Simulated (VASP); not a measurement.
CuO, 4 atoms in the cell. It takes space group P4/nmm (No. 129, tetragonal). Conventional cell: a = 3.175 Å, b = 3.175 Å, c = 4.650 Å, α = 90.00°, β = 90.00°, γ = 90.00°. Within 2.7 Å of Cu (site symmetry -4m2) lie 4 O at 2.02 Å and 4 Cu at 2.25 Å. O (site symmetry 4mm) has 4 Cu at 2.02 Å within 2.7 Å. 

```yaml
Program: VASP 6.6.1
Task: single point
Functional: PBE
Potentials_or_basis: VASP PAW PBE potentials, release 64 (Cu, O)
Cutoff: 520 eV
k_mesh: 11 × 11 × 8
Occupations: fermi-dirac, width 0.05 eV
Spin: no spin polarisation
Dipole_correction: no
Further_INCAR_settings: ALGO = Normal; EDIFF = 1e-06; NBANDS = 25
```

Potentials or basis: VASP PAW PBE potentials, release 64 (Cu, O).

The run is started by

```bash
$ cat potpaw_PBE.64/Cu/POTCAR potpaw_PBE.64/O/POTCAR > POTCAR
$ mpirun -np 1 vasp_std > vasp.out
```

Hardware: 1 thread of Intel Xeon 8259CL, on a shared host.

**Question.** Estimate the wall time of this run.

**Answer.** Run time: 110 s on 1 thread of Intel Xeon 8259CL, with other jobs on the host, peak memory 0.23 GiB. Counts: scf iterations 17, k points 105.
